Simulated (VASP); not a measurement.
# Co (Fd-3m) in VASP: a series of runs

Co is run at these levels: revPBE; tasks: single point, relaxation of cell and atoms.

Program: VASP 6.6.1. These are calculated values, not measurements. Logs are shortened: lines on timing, memory, paths and dates and some standing lists are left out, and cuts for length are marked.

## Step 1: The cell of the first run

The structure is cubic, space group Fd-3m (No. 227). Conventional cell: a = 4.959 Å, b = 4.959 Å, c = 4.959 Å, α = 90.00°, β = 90.00°, γ = 90.00°. Within 2.8 Å of Co (site symmetry -43m) lie 4 Co at 2.15 Å.

## Step 2: Single point, revPBE

INCAR reads:

```
SYSTEM = Co
PREC = Accurate
ENCUT = 520
EDIFF = 1E-7
ISMEAR = -1
SIGMA = 0.1
LREAL = .FALSE.
LASPH = .TRUE.
NELM = 100
ALGO = Normal
ISIF = 2
LWAVE = .FALSE.
LCHARG = .FALSE.
GGA = RE
NBANDS = 16
```

KPOINTS reads:

```
regular mesh
0
G
  11 11 11
  0 0 0
```

POSCAR reads:

```
Co
1.0
    0.0000000000      2.4797380452      2.4797380452
    2.4797380452      0.0000000000      2.4797380452
    2.4797380452      2.4797380452      0.0000000000
Co
2
Direct
    0.1250000000      0.1250000000      0.1250000000
    0.8750000000      0.8750000000      0.8750000000
```

Potentials or basis: VASP PAW PBE potentials, release 64 (Co).

The run is started by

```console
$ cat potpaw_PBE.64/Co/POTCAR > POTCAR
$ mpirun -np 1 vasp_std > vasp.out
```

OUTCAR:

```text
SYSTEM = Co
   PREC = Accurate
   ENCUT = 520
   EDIFF = 1E-7
   ISMEAR = -1
   LREAL = .FALSE.
   LASPH = .TRUE.
   NELM = 100
   ISIF = 2
   GGA = RE

 ion  position               nearest neighbor table
   1  0.125  0.125  0.125-   2 2.15   2 2.15   2 2.15   2 2.15
   2  0.875  0.875  0.875-   1 2.15   1 2.15   1 2.15   1 2.15

  LATTYP: Found a face centered cubic cell.
 ALAT       =     4.9594760904

  Lattice vectors:

 A1 = (   0.0000000000,   2.4797380452,   2.4797380452)
 A2 = (   2.4797380452,   0.0000000000,   2.4797380452)
 A3 = (   2.4797380452,   2.4797380452,   0.0000000000)

Analysis of symmetry for initial positions (statically):
=====================================================================
 Subroutine PRICEL returns:
 Original cell was already a primitive cell.

 Routine SETGRP: Setting up the symmetry group for a
 face centered cubic supercell.

 Subroutine GETGRP returns: Found 48 space group operations
 (whereof 12 operations were pure point group operations)
 out of a pool of 48 trial point group operations.

The static configuration has the point symmetry D_3d.
 The point group associated with its full space group is O_h .

Analysis of symmetry for dynamics (positions and initial velocities):
=====================================================================
 Subroutine PRICEL returns:
 Original cell was already a primitive cell.

 Routine SETGRP: Setting up the symmetry group for a
 face centered cubic supercell.

 Subroutine GETGRP returns: Found 48 space group operations
 (whereof 12 operations were pure point group operations)
 out of a pool of 48 trial point group operations.

The dynamic configuration has the point symmetry D_3d.
 The point group associated with its full space group is O_h .

 Subroutine INISYM returns: Found 48 space group operations
 (whereof 12 operations are pure point group operations),
 and found     1 'primitive' translations

----------------------------------------------------------------------------------------

                                     Primitive cell

  volume of cell :      30.4963

  direct lattice vectors                    reciprocal lattice vectors
     0.000000000  2.479738045  2.479738045    -0.201634201  0.201634201  0.201634201
     2.479738045  0.000000000  2.479738045     0.201634201 -0.201634201  0.201634201
     2.479738045  2.479738045  0.000000000     0.201634201  0.201634201 -0.201634201

  length of vectors
     3.506879175  3.506879175  3.506879175     0.349240681  0.349240681  0.349240681

  position of ions in fractional coordinates (direct lattice)
     0.125000000  0.125000000  0.125000000
     0.875000000  0.875000000  0.875000000

  ion indices of the primitive-cell ions
   primitive index   ion index
                 1           1
                 2           2

----------------------------------------------------------------------------------------

 KPOINTS: regular mesh

Automatic generation of k-mesh.
 Grid dimensions read from file:
 generate k-points for:   11   11   11

 Generating k-lattice:

  Cartesian coordinates                     Fractional coordinates (reciprocal lattice)
    -0.018330382  0.018330382  0.018330382     0.090909091  0.000000000  0.000000000
     0.018330382 -0.018330382  0.018330382     0.000000000  0.090909091  0.000000000
     0.018330382  0.018330382 -0.018330382     0.000000000  0.000000000  0.090909091

  Length of vectors
     0.031749153  0.031749153  0.031749153

  Shift w.r.t. Gamma in fractional coordinates (k-lattice)
     0.000000000  0.000000000  0.000000000

 Subroutine IBZKPT returns following result:
 ===========================================

 Found     56 irreducible k-points:

 Following reciprocal coordinates:
            Coordinates               Weight
  0.000000  0.000000  0.000000      1.000000
  0.090909  0.000000  0.000000      8.000000
  0.181818  0.000000  0.000000      8.000000
  0.272727  0.000000  0.000000      8.000000
  0.363636  0.000000  0.000000      8.000000
  0.454545  0.000000  0.000000      8.000000
[... 16 lines left out ...]
 -0.272727  0.181818  0.000000     24.000000
 -0.181818  0.181818  0.000000     12.000000
 [... further k-points ...]
   k-points           NKPTS =     56   k-points in BZ     NKDIM =     56   number of bands    NBANDS=     16
   number of dos      NEDOS =    301   number of ions     NIONS =      2
   total plane-waves  NPLWV =  21952
   dimension x,y,z NGX =    28 NGY =   28 NGZ =   28
   dimension x,y,z NGXF=    56 NGYF=   56 NGZF=   56
   ions per type =               2
   NGX,Y,Z   is equivalent  to a cutoff of  13.27, 13.27, 13.27 a.u.
   NGXF,Y,Z  is equivalent  to a cutoff of  26.55, 26.55, 26.55 a.u.
 SYSTEM =  Co
   PREC   = accura    normal or accurate (medium, high low for compatibility)
   ISTART =      0    job   : 0-new  1-cont  2-samecut
   ICHARG =      2    charge: 1-file 2-atom 10-const
   ISPIN  =      1    spin polarized calculation?
   LNONCOLLINEAR =      F non collinear calculations
   LSORBIT =      F    spin-orbit coupling
   LASPH  =      T    aspherical Exc in radial PAW
   ENCUT  =  520.0 eV  38.22 Ry    6.18 a.u.   6.52  6.52  6.52*2*pi/ulx,y,z
   NELM   =    100;   NELMIN=  2; NELMDL= -5     # of ELM steps
   EDIFF  = 0.1E-06   stopping-criterion for ELM
   LREAL  =      F    real-space projection
   EDIFFG = 0.1E-05   stopping-criterion for IOM
   NSW    =      0    number of steps for IOM
   IBRION =     -1    ionic relax: 0-MD 1-quasi-New 2-CG
   NFREE  =      0    steps in history (QN), initial steepest desc. (CG)
   ISIF   =      2    stress and relaxation
   ISYM   =      2    0-nonsym 1-usesym 2-fastsym
   POTIM  = 0.5000    time-step for ionic-motion
   TEBEG  =    0.0;   TEEND  =   0.0 temperature during run
   PSTRESS=    0.0 pullay stress
   NELECT =      18.0000    total number of electrons
   NUPDOWN=      -1.0000    fix difference up-down
   EMIN   =  10.00;   EMAX   =-10.00  energy-range for DOS
   EFERMI =   0.00;   METHOD = LEGACY
   ISMEAR =    -1;   SIGMA  =   0.10  broadening in eV -4-tet -1-fermi 0-gaus
   EFERMI_NEDOS =   21; number of points for ismear=-14 and -15
   IALGO  =     38    algorithm
   IMIX   =      4    mixing-type and parameters
     AMIX     =   0.40;   BMIX     =  1.00
     AMIX_MAG =   1.60;   BMIX_MAG =  1.00
  volume/ion in A,a.u.               =      15.25       102.90
  Fermi-wavevector in a.u.,A,eV,Ry     =   1.373251  2.595068 25.658108  1.885818
  Thomas-Fermi vector in A             =   2.498785
   LORBIT       =      0    0 simple, 1 ext, 2 COOP (PROOUT), +10 PAW based schemes
   GGA     = RE    functional components
   LHFCALC =     F    Hartree Fock is set to
   AEXX    =    0.0000 exact exchange contribution
   IVDW    =     0    specifies the selected vdW correction
   LEPSILON=     F    determine dielectric tensor
   LRPA    =     F    only Hartree local field effects (RPA)
 non-spin polarized calculation
  energy-cutoff  :      520.00
  volume of cell :       30.50
 maximum number of plane-waves:       869
 NGX is ok and might be reduce to    28
   NGX = 13   NGY = 13   NGZ = 13

 number of electron      18.0000003 magnetization

 Free energy of the ion-electron system (eV)
  ---------------------------------------------------
  ext. energy  EPLUGINS =         0.00000000
  ---------------------------------------------------
  free energy    TOTEN  =       -10.65618975 eV

  energy without entropy =      -10.50782562  energy(sigma->0) =      -10.58200768

 E-fermi :   6.1460     XC(G=0): -11.1337

 val. band max:        6.1202936563   @ k =  -0.4545   0.2727   0.0909
 cond. band min:       6.1565893239   @ k =   0.4545   0.1818   0.0000
 fundamental gap:      0.0362956675
 Fermi energy:         6.1459929526

 k-point     1 :       0.0000    0.0000    0.0000
  band No.  band energies     occupation
      1      -0.5892      2.00000
      2       3.2463      2.00000
      3       3.2463      2.00000
      4       3.3866      2.00000
      5       3.3866      2.00000
      6       3.3866      2.00000
[... 8 lines left out ...]
     15      19.5236      0.00000
     16      19.5236      0.00000

 k-point     2 :       0.0909    0.0000    0.0000
  band No.  band energies     occupation
      1      -0.4291      2.00000
      2       3.1524      2.00000
      3       3.1524      2.00000
      4       3.3950      2.00000
      5       3.5170      2.00000
      6       3.5170      2.00000
[... 8 lines left out ...]
     15      20.2779      0.00000
     16      20.6354      0.00000

 k-point     3 :       0.1818    0.0000    0.0000
  band No.  band energies     occupation
      1       0.0391      2.00000
      2       3.0770      2.00000
      3       3.0770      2.00000
      4       3.4286      2.00000
      5       3.6715      2.00000
      6       3.6715      2.00000
[... 8 lines left out ...]
     15      19.7598      0.00000
     16      21.4530      0.00000

 k-point     4 :       0.2727    0.0000    0.0000
  band No.  band energies     occupation
      1       0.7710      2.00000
      2       3.0779      2.00000
      3       3.0779      2.00000
      4       3.4992      2.00000
      5       3.7219      2.00000
      6       3.7219      2.00000
[... 8 lines left out ...]
     15      19.2128      0.00000
     16      20.6929      0.00000

 k-point     5 :       0.3636    0.0000    0.0000
  band No.  band energies     occupation
      1       1.6541      2.00000
      2       3.1563      2.00000
      3       3.1563      2.00000
      4       3.5411      2.00000
      5       3.6380      2.00000
      6       3.6380      2.00000
[... 8 lines left out ...]
     15      18.8134      0.00000
     16      20.0198      0.00000

 k-point     6 :       0.4545    0.0000    0.0000
  band No.  band energies     occupation
      1       2.4213      2.00000
      2       3.2980      2.00000
      3       3.2980      2.00000
      4       3.3641      2.00000
      5       3.4743      2.00000
      6       3.4743      2.00000
[... 8 lines left out ...]
     15      18.6082      0.00000
     16      19.6708      0.00000

 k-point     7 :       0.0909    0.0909    0.0000
  band No.  band energies     occupation
      1      -0.3755      2.00000
      2       3.0253      2.00000
      3       3.3132      2.00000
      4       3.4018      2.00000
      5       3.4018      2.00000
      6       3.6219      2.00000
[... 8 lines left out ...]
     15      18.7912      0.00000
     16      20.7667      0.00000

 k-point     8 :       0.1818    0.0909    0.0000
  band No.  band energies     occupation
      1      -0.0091      2.00000
      2       2.9191      2.00000
      3       3.2720      2.00000
      4       3.4219      2.00000
      5       3.5382      2.00000
      6       3.7775      2.00000
[... 8 lines left out ...]
     15      19.1957      0.00000
     16      19.6692      0.00000

 k-point     9 :       0.2727    0.0909    0.0000
  band No.  band energies     occupation
      1       0.6372      2.00000
      2       2.8832      2.00000
      3       3.2618      2.00000
      4       3.4637      2.00000
      5       3.6225      2.00000
      6       3.8834      2.00000
[... 8 lines left out ...]
     15      18.3506      0.00000
     16      20.8984      0.00000
[... 172 lines left out ...]
 k-point    19 :       0.3636    0.1818    0.0000
  band No.  band energies     occupation
      1       1.5570      2.00000
      2       2.7073      2.00000
      3       3.4342      2.00000
      4       3.4523      2.00000
      5       3.6904      2.00000
      6       4.0073      2.00000
[... 8 lines left out ...]
     15      17.2138      0.00000
     16      20.0998      0.00000

 k-point    20 :       0.4545    0.1818    0.0000
  band No.  band energies     occupation
      1       2.3345      2.00000
      2       2.7496      2.00000
      3       3.3883      2.00000
      4       3.4096      2.00000
      5       3.7325      2.00000
      6       3.9494      2.00000
[... 8 lines left out ...]
     15      17.1562      0.00000
     16      21.9187      0.00000

 k-point    21 :      -0.4545    0.1818    0.0000
  band No.  band energies     occupation
      1       2.7310      2.00000
      2       2.8713      2.00000
      3       3.2445      2.00000
      4       3.3351      2.00000
      5       3.8550      2.00000
      6       3.8551      2.00000
[... 8 lines left out ...]
     15      17.2909      0.00000
     16      21.9693      0.00000

 k-point    22 :      -0.3636    0.1818    0.0000
  band No.  band energies     occupation
      1       2.4383      2.00000
      2       3.0806      2.00000
      3       3.1359      2.00000
      4       3.3281      2.00000
      5       3.7201      2.00000
      6       4.0045      2.00000
[... 8 lines left out ...]
     15      17.6240      0.00000
     16      21.5451      0.00000

 k-point    23 :      -0.2727    0.1818    0.0000
  band No.  band energies     occupation
      1       1.7772      2.00000
      2       2.9565      2.00000
      3       3.2573      2.00000
      4       3.3472      2.00000
      5       3.6379      2.00000
      6       4.0899      2.00000
[... 8 lines left out ...]
     15      18.1658      0.00000
     16      21.3588      0.00000

 k-point    24 :      -0.1818    0.1818    0.0000
  band No.  band energies     occupation
      1       1.0091      2.00000
      2       2.9064      2.00000
      3       3.2612      2.00000
      4       3.3751      2.00000
      5       3.6396      2.00000
      6       4.0194      2.00000
[... 8 lines left out ...]
     15      18.9013      0.00000
     16      21.1688      0.00000

 [... further k-points ...]
[... 5 lines left out ...]
  --------------------------------------------------------------------------------------
  -------------------------------------------------------------------------------------
  Total       -0.1509784     -0.1509784     -0.1509784      0.0000000      0.0000000      0.0000000
  in kB       -7.9319131     -7.9319131     -7.9319131      0.0000000      0.0000000      0.0000000
  external PRESSURE =      -7.9319131 kB  Pullay stress =       0.0000000 kB

 VOLUME and BASIS-vectors are now :
 -----------------------------------------------------------------------------
  energy-cutoff  :      520.00
  volume of cell :       30.50
      direct lattice vectors                 reciprocal lattice vectors
     0.000000000  2.479738045  2.479738045    -0.201634201  0.201634201  0.201634201
     2.479738045  0.000000000  2.479738045     0.201634201 -0.201634201  0.201634201
     2.479738045  2.479738045  0.000000000     0.201634201  0.201634201 -0.201634201

 POSITION                                       TOTAL-FORCE (eV/Angst)
 -----------------------------------------------------------------------------------
      0.61993      0.61993      0.61993        -0.000000      0.000000      0.000000
      4.33954      4.33954      4.33954         0.000000     -0.000000     -0.000000
 -----------------------------------------------------------------------------------
    total drift:                                0.000000      0.000000     -0.000000

  FREE ENERGIE OF THE ION-ELECTRON SYSTEM (eV)
  ---------------------------------------------------
  free  energy   TOTEN  =       -10.6561897472 eV

  energy  without entropy=      -10.5078256199  energy(sigma->0) =      -10.58200768
```

It took 19 s on 1 thread of AMD EPYC 9R45 (Zen 5), shared host; peak memory 0.13 GiB.

Results:

```yaml
Free_energy: -10.6562 eV
Pressure: -0.8 GPa
Band_gap_on_the_k_mesh: zero (band 9 reaches 6.56 eV, above the bottom of band 10 at 5.90 eV)
```

Caveat: the PAW data sets were made with another functional, which shifts forces and pressure a little; the run has no spin polarisation, though such a crystal can be magnetic. Spin polarisation is off, so any magnetic state and its effect on volume and gap are missing.

## Step 3: Single point, revPBE (volume scaled by 0.96)

INCAR reads:

```
PREC = Accurate
ENCUT = 520
EDIFF = 1E-6
ISMEAR = -1
SIGMA = 0.1
LREAL = False
LASPH = True
NELM = 60
ALGO = Normal
ISIF = 2
LWAVE = False
LCHARG = False
GGA = RE
NBANDS = 16
```

KPOINTS reads:

```
regular mesh
0
Gamma
  12 12 12
```

POSCAR reads:

```
Co
1.0
    0.0000000000      2.4462239633      2.4462239633
    2.4462239633      0.0000000000      2.4462239633
    2.4462239633      2.4462239633      0.0000000000
Co
2
Direct
    0.1250000000      0.1250000000      0.1250000000
    0.8750000000      0.8750000000      0.8750000000
```

Potentials or basis: VASP PAW PBE potentials, release 64 (Co).

The run is started by

```console
$ cat potpaw_PBE.64/Co/POTCAR > POTCAR
$ mpirun -np 1 vasp_std > vasp.out
```

Run time: 24 s. Hardware: 1 thread of AMD EPYC 9R45 (Zen 5), shared host; peak memory 0.14 GiB.

The run converged. Its results:

* Free energy: -10.6438 eV
* Pressure: 4.3 GPa
* Band gap on the k mesh: zero (band 9 reaches 7.09 eV, above the bottom of band 10 at 6.34 eV)

Levels at points of the mesh, in eV from the Fermi level:
```csv
k point,band 5,band 6,band 7,band 8,band 9,band 10,band 11,band 12,band 13,band 14
"(0.00, 0.00, 0.00)",-2.90,-2.90,-1.05,-1.05,-1.05,0.30,0.30,13.46,13.46,13.46
"(0.50, 0.00, 0.00)",-2.91,-2.91,-1.51,-0.59,-0.59,0.09,0.09,1.52,9.89,9.89
"(0.50, 0.50, 0.00)",-2.01,-2.01,-1.35,-1.35,0.27,0.27,1.90,1.90,4.97,4.97
```

Caveat: the PAW data sets were made with another functional, which shifts forces and pressure a little; the run has no spin polarisation, though such a crystal can be magnetic.

(Part 1 of 2 ends here.)
